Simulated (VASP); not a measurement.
# LiNbO3 (R3c) in VASP: a series of runs

The runs below take LiNbO3 through single point, relaxation of cell and atoms, with PBEsol.

Everything below comes from runs of VASP 6.6.1. Logs are shortened: lines on timing, memory, paths and dates and some standing lists are left out, and cuts for length are marked.

### 1 The cell of the first run

Symmetry: R3c, No. 161, trigonal system. The conventional cell has a = 5.134 Å, b = 5.134 Å, c = 13.827 Å, α = 90.00°, β = 90.00°, γ = 120.00°. Li (site symmetry 3) has 6 O at 2.05 to 2.24 Å within 2.7 Å. Within 2.5 Å of Nb (site symmetry 3) lie 6 O at 1.88 to 2.12 Å. O (site symmetry 1) has 2 Nb at 1.88 to 2.12 Å and 2 Li at 2.05 to 2.24 Å within 2.5 Å.

### 2 Single point, PBEsol

The input, INCAR:

```
PREC     = Accurate       # precision mode
ENCUT    = 520            # plane-wave cutoff, eV
EDIFF    = 1E-6           # SCF threshold, eV
ISMEAR   = 0              # smearing method
SIGMA    = 0.01           # smearing width, eV
LREAL    = F              # projectors in reciprocal space
LASPH    = T              # aspherical terms in the spheres
NELM     = 60             # most SCF steps
ALGO     = Normal         # electronic algorithm
ISIF     = 2              # what is computed and relaxed
LWAVE    = F              # write WAVECAR
LCHARG   = F              # write CHGCAR
GGA      = PS             # functional
NBANDS   = 45             # bands
```

The input, KPOINTS:

```
regular mesh
0
Gamma
  4 4 4
```

The input, POSCAR:

```
LiNbO3
1.0
    2.5670782285      1.4821033063      4.6090926631
   -2.5670782285      1.4821033063      4.6090926631
    0.0000000000     -2.9642066125      4.6090926631
Li Nb O
2 2 6
Direct
    0.3016522600      0.3016522600      0.3016522600
    0.8016522600      0.8016522600      0.8016522600
    0.0192820866      0.0192820866      0.0192820866
    0.5192820866      0.5192820866      0.5192820866
    0.1300353096      0.3808523123      0.7393780316
    0.7393780316      0.1300353096      0.3808523123
    0.3808523123      0.7393780316      0.1300353096
    0.2393780316      0.8808523123      0.6300353096
    0.8808523123      0.6300353096      0.2393780316
    0.6300353096      0.2393780316      0.8808523123
```

Potentials or basis: VASP PAW PBE potentials, release 64 (Li_sv, Nb_sv, O).

Run with:

```
cat potpaw_PBE.64/Li_sv/POTCAR potpaw_PBE.64/Nb_sv/POTCAR potpaw_PBE.64/O/POTCAR > POTCAR
mpirun -np 1 vasp_std > vasp.out
```

OUTCAR:

```text
PREC = Accurate
   ENCUT = 520
   EDIFF = 1E-6
   ISMEAR = 0
   LREAL = F
   LASPH = T
   NELM = 60
   ISIF = 2
   GGA = PS

 ion  position               nearest neighbor table
   1  0.302  0.302  0.302-   9 2.05  10 2.05   8 2.05   5 2.24   6 2.24   7 2.24
   2  0.802  0.802  0.802-   5 2.05   6 2.05   7 2.05   9 2.24  10 2.24   8 2.24
   3  0.019  0.019  0.019-   7 1.88   6 1.88   5 1.88  10 2.12   8 2.12   9 2.12
   4  0.519  0.519  0.519-   8 1.88  10 1.88   9 1.88   6 2.12   7 2.12   5 2.12
   5  0.130  0.381  0.739-   3 1.88   2 2.05   4 2.12   1 2.24
   6  0.739  0.130  0.381-   3 1.88   2 2.05   4 2.12   1 2.24
   7  0.381  0.739  0.130-   3 1.88   2 2.05   4 2.12   1 2.24
   8  0.239  0.881  0.630-   4 1.88   1 2.05   3 2.12   2 2.24
   9  0.881  0.630  0.239-   4 1.88   1 2.05   3 2.12   2 2.24
  10  0.630  0.239  0.881-   4 1.88   1 2.05   3 2.12   2 2.24

  LATTYP: Found a trigonal (rhomboedric) cell.
 ALAT       =     5.4799868630
 COS(alpha) =     0.5611165867

  Lattice vectors:

 A1 = (   2.5670782285,   1.4821033063,   4.6090926631)
 A2 = (  -2.5670782285,   1.4821033063,   4.6090926631)
 A3 = (   0.0000000000,  -2.9642066125,   4.6090926631)

Analysis of symmetry for initial positions (statically):
=====================================================================
 Subroutine PRICEL returns:
 Original cell was already a primitive cell.

 Routine SETGRP: Setting up the symmetry group for a
 trigonal (rhombohedral) supercell.

 Subroutine GETGRP returns: Found  6 space group operations
 (whereof  3 operations were pure point group operations)
 out of a pool of 12 trial point group operations.

The static configuration has the point symmetry C_3 .
 The point group associated with its full space group is C_3v.

Analysis of symmetry for dynamics (positions and initial velocities):
=====================================================================
 Subroutine PRICEL returns:
 Original cell was already a primitive cell.

 Routine SETGRP: Setting up the symmetry group for a
 trigonal (rhombohedral) supercell.

 Subroutine GETGRP returns: Found  6 space group operations
 (whereof  3 operations were pure point group operations)
 out of a pool of 12 trial point group operations.

The dynamic configuration has the point symmetry C_3 .
 The point group associated with its full space group is C_3v.

 Subroutine INISYM returns: Found  6 space group operations
 (whereof  3 operations are pure point group operations),
 and found     1 'primitive' translations

----------------------------------------------------------------------------------------

                                     Primitive cell

  volume of cell :     105.2166

  direct lattice vectors                    reciprocal lattice vectors
     2.567078228  1.482103306  4.609092663     0.194773963  0.112452800  0.072320814
    -2.567078228  1.482103306  4.609092663    -0.194773963  0.112452800  0.072320814
     0.000000000 -2.964206612  4.609092663     0.000000000 -0.224905600  0.072320814

  length of vectors
     5.479986863  5.479986863  5.479986863     0.236247390  0.236247390  0.236247390

  position of ions in fractional coordinates (direct lattice)
     0.301652260  0.301652260  0.301652260
     0.801652260  0.801652260  0.801652260
     0.019282087  0.019282087  0.019282087
     0.519282087  0.519282087  0.519282087
     0.130035310  0.380852312  0.739378032
     0.739378032  0.130035310  0.380852312
     0.380852312  0.739378032  0.130035310
     0.239378032  0.880852312  0.630035310
     0.880852312  0.630035310  0.239378032
     0.630035310  0.239378032  0.880852312

  ion indices of the primitive-cell ions
   primitive index   ion index
                 1           1
                 2           2
                 3           3
                 4           4
                 5           5
                 6           6
                 7           7
                 8           8
                 9           9
                10          10

----------------------------------------------------------------------------------------

 KPOINTS: regular mesh

Automatic generation of k-mesh.
 Grid dimensions read from file:
 generate k-points for:    4    4    4

 Generating k-lattice:

  Cartesian coordinates                     Fractional coordinates (reciprocal lattice)
     0.048693491  0.028113200  0.018080204     0.250000000  0.000000000  0.000000000
    -0.048693491  0.028113200  0.018080204     0.000000000  0.250000000  0.000000000
     0.000000000 -0.056226400  0.018080204     0.000000000  0.000000000  0.250000000

  Length of vectors
     0.059061847  0.059061847  0.059061847

  Shift w.r.t. Gamma in fractional coordinates (k-lattice)
     0.000000000  0.000000000  0.000000000

 Subroutine IBZKPT returns following result:
 ===========================================

 Found     13 irreducible k-points:

 Following reciprocal coordinates:
            Coordinates               Weight
  0.000000  0.000000  0.000000      1.000000
  0.250000  0.000000  0.000000      6.000000
  0.500000  0.000000  0.000000      3.000000
  0.250000  0.250000  0.000000      6.000000
  0.500000  0.250000  0.000000     12.000000
 -0.250000  0.250000  0.000000      6.000000
  0.500000  0.500000  0.000000      3.000000
  0.250000  0.250000  0.250000      2.000000
  0.500000  0.250000  0.250000      6.000000
 -0.250000  0.250000  0.250000      6.000000
  0.500000  0.500000  0.250000      6.000000
 -0.250000  0.500000  0.250000      6.000000
  0.500000  0.500000  0.500000      1.000000
   k-points           NKPTS =     13   k-points in BZ     NKDIM =     13   number of bands    NBANDS=     45
   number of dos      NEDOS =    301   number of ions     NIONS =     10
   total plane-waves  NPLWV =  74088
   dimension x,y,z NGX =    42 NGY =   42 NGZ =   42
   dimension x,y,z NGXF=    84 NGYF=   84 NGZF=   84
   ions per type =               2   2   6
   NGX,Y,Z   is equivalent  to a cutoff of  12.74, 12.74, 12.74 a.u.
   NGXF,Y,Z  is equivalent  to a cutoff of  25.48, 25.48, 25.48 a.u.
 SYSTEM =  unknown system
   PREC   = accura    normal or accurate (medium, high low for compatibility)
   ISTART =      0    job   : 0-new  1-cont  2-samecut
   ICHARG =      2    charge: 1-file 2-atom 10-const
   ISPIN  =      1    spin polarized calculation?
   LNONCOLLINEAR =      F non collinear calculations
   LSORBIT =      F    spin-orbit coupling
   LASPH  =      T    aspherical Exc in radial PAW
   ENCUT  =  520.0 eV  38.22 Ry    6.18 a.u.  10.19 10.19 10.19*2*pi/ulx,y,z
   NELM   =     60;   NELMIN=  2; NELMDL= -5     # of ELM steps
   EDIFF  = 0.1E-05   stopping-criterion for ELM
   LREAL  =      F    real-space projection
   EDIFFG = 0.1E-04   stopping-criterion for IOM
   NSW    =      0    number of steps for IOM
   IBRION =     -1    ionic relax: 0-MD 1-quasi-New 2-CG
   NFREE  =      0    steps in history (QN), initial steepest desc. (CG)
   ISIF   =      2    stress and relaxation
   ISYM   =      2    0-nonsym 1-usesym 2-fastsym
   POTIM  = 0.5000    time-step for ionic-motion
   TEBEG  =    0.0;   TEEND  =   0.0 temperature during run
   PSTRESS=    0.0 pullay stress
   NELECT =      68.0000    total number of electrons
   NUPDOWN=      -1.0000    fix difference up-down
   EMIN   =  10.00;   EMAX   =-10.00  energy-range for DOS
   EFERMI =   0.00;   METHOD = LEGACY
   ISMEAR =     0;   SIGMA  =   0.01  broadening in eV -4-tet -1-fermi 0-gaus
   EFERMI_NEDOS =   21; number of points for ismear=-14 and -15
   IALGO  =     38    algorithm
   IMIX   =      4    mixing-type and parameters
     AMIX     =   0.40;   BMIX     =  1.00
     AMIX_MAG =   1.60;   BMIX_MAG =  1.00
  volume/ion in A,a.u.               =      10.52        71.00
  Fermi-wavevector in a.u.,A,eV,Ry     =   1.415413  2.674742 27.257813  2.003393
  Thomas-Fermi vector in A             =   2.536854
   LORBIT       =      0    0 simple, 1 ext, 2 COOP (PROOUT), +10 PAW based schemes
   GGA     = PS    functional components
   LHFCALC =     F    Hartree Fock is set to
   AEXX    =    0.0000 exact exchange contribution
   IVDW    =     0    specifies the selected vdW correction
   LEPSILON=     F    determine dielectric tensor
   LRPA    =     F    only Hartree local field effects (RPA)
 non-spin polarized calculation
 Gauss-broadening in eV      SIGMA  =   0.01
  energy-cutoff  :      520.00
  volume of cell :      105.22
 maximum number of plane-waves:      2852
 NGX is ok and might be reduce to    42
   NGX = 21   NGY = 21   NGZ = 21

 number of electron      68.0000023 magnetization

 Free energy of the ion-electron system (eV)
  ---------------------------------------------------
  ext. energy  EPLUGINS =         0.00000000
  ---------------------------------------------------
  free energy    TOTEN  =       -83.44644319 eV

  energy without entropy =      -83.44644319  energy(sigma->0) =      -83.44644319

 E-fermi :   3.5928     XC(G=0): -11.1011

 val. band max:        3.5150528353   @ k =   0.0000   0.0000   0.0000
 cond. band min:       7.0471823086   @ k =   0.0000   0.0000   0.0000
 fundamental gap:      3.5321294732
 Fermi energy:         3.5927752727

 k-point     1 :       0.0000    0.0000    0.0000
  band No.  band energies     occupation
      1     -50.5062      2.00000
      2     -50.4898      2.00000
      3     -38.2897      2.00000
      4     -38.2868      2.00000
      5     -26.8646      2.00000
      6     -26.8646      2.00000
[... 37 lines left out ...]
     44      13.5921      0.00000
     45      13.6494      0.00000

 k-point     2 :       0.2500    0.0000    0.0000
  band No.  band energies     occupation
      1     -50.5038      2.00000
      2     -50.4922      2.00000
      3     -38.2894      2.00000
      4     -38.2872      2.00000
      5     -26.8441      2.00000
      6     -26.8413      2.00000
[... 520 lines left out ...]
 k-point    13 :       0.5000    0.5000    0.5000
  band No.  band energies     occupation
      1     -50.4980      2.00000
      2     -50.4980      2.00000
      3     -38.2883      2.00000
      4     -38.2883      2.00000
      5     -26.7825      2.00000
      6     -26.7825      2.00000
[... 37 lines left out ...]
     44      12.6226      0.00000
     45      12.6318      0.00000

------------------------ aborting loop because EDIFF is reached ----------------------------------------

  FORCE on cell =-STRESS in cart. coord.  units (eV):
  Direction    XX          YY          ZZ          XY          YZ          ZX
  --------------------------------------------------------------------------------------
  -------------------------------------------------------------------------------------
  Total       -0.1520171     -0.1520171     -0.1925249      0.0000000     -0.0000000      0.0000000
  in kB       -2.3148279     -2.3148279     -2.9316569      0.0000000     -0.0000000      0.0000000
  external PRESSURE =      -2.5204375 kB  Pullay stress =       0.0000000 kB

 VOLUME and BASIS-vectors are now :
 -----------------------------------------------------------------------------
  energy-cutoff  :      520.00
  volume of cell :      105.22
      direct lattice vectors                 reciprocal lattice vectors
     2.567078228  1.482103306  4.609092663     0.194773963  0.112452800  0.072320814
    -2.567078228  1.482103306  4.609092663    -0.194773963  0.112452800  0.072320814
     0.000000000 -2.964206612  4.609092663     0.000000000 -0.224905600  0.072320814

 POSITION                                       TOTAL-FORCE (eV/Angst)
 -----------------------------------------------------------------------------------
      0.00000      0.00000      4.17103         0.000000      0.000000      0.001932
      0.00000      0.00000     11.08467         0.000000      0.000000      0.001932
      0.00000      0.00000      0.26662         0.000000     -0.000000     -0.048146
      0.00000      0.00000      7.18026         0.000000     -0.000000     -0.048146
     -0.64387     -1.43448      5.76259         0.011208      0.010802      0.015405
      1.56423      0.15964      5.76259        -0.014959      0.004306      0.015405
     -0.92036      1.27485      5.76259         0.003751     -0.015108      0.015405
     -1.64671     -0.20726      8.06714        -0.003751     -0.015108      0.015405
      0.64387      1.52973      8.06714        -0.011208      0.010802      0.015405
      1.00285     -1.32247      8.06714         0.014959      0.004306      0.015405
 -----------------------------------------------------------------------------------
    total drift:                                0.000000      0.000001      0.000316

  FREE ENERGIE OF THE ION-ELECTRON SYSTEM (eV)
  ---------------------------------------------------
  free  energy   TOTEN  =       -83.4464431895 eV

  energy  without entropy=      -83.4464431895  energy(sigma->0) =      -83.44644319
```

It took 50 s on 1 thread of Intel Xeon 6975P-C (Granite Rapids), shared host; peak memory 0.27 GiB.

Results:

- Free energy: -83.4464 eV
- Largest force: 0.048 eV/Å
- Band gap on the k mesh: 3.53 eV

Forces on the atoms (eV/Å):
```
Li   0.000  0.000  0.002
Li   0.000  0.000  0.002
Nb   0.000  0.000 -0.048
Nb   0.000  0.000 -0.048
O    0.011  0.011  0.015
O   -0.015  0.004  0.015
O    0.004 -0.015  0.015
O   -0.004 -0.015  0.015
O   -0.011  0.011  0.015
O    0.015  0.004  0.015
```

Levels at points of the mesh, in eV from the valence-band top:
| k point | band 32 | band 33 | band 34 | band 35 | band 36 | band 37 |
| --- | --- | --- | --- | --- | --- | --- |
| (0.00, 0.00, 0.00) | -0.49 | 0.00 | 0.00 | 3.53 | 3.53 | 3.99 |
| (0.50, 0.00, 0.00) | -0.28 | -0.20 | -0.20 | 3.89 | 3.89 | 4.72 |
| (0.50, 0.50, 0.00) | -0.66 | -0.45 | -0.19 | 3.62 | 4.11 | 4.62 |
| (0.50, 0.50, 0.50) | -0.30 | -0.30 | -0.30 | 4.64 | 4.64 | 4.85 |

Caveat: the cutoff is under 1.25 times the usual one of these potentials, so pressure, stress and relaxed cells hold a basis-set (Pulay) error; the PAW data sets were made with another functional, which shifts forces and pressure a little.

(Part 1 of 2 ends here.)
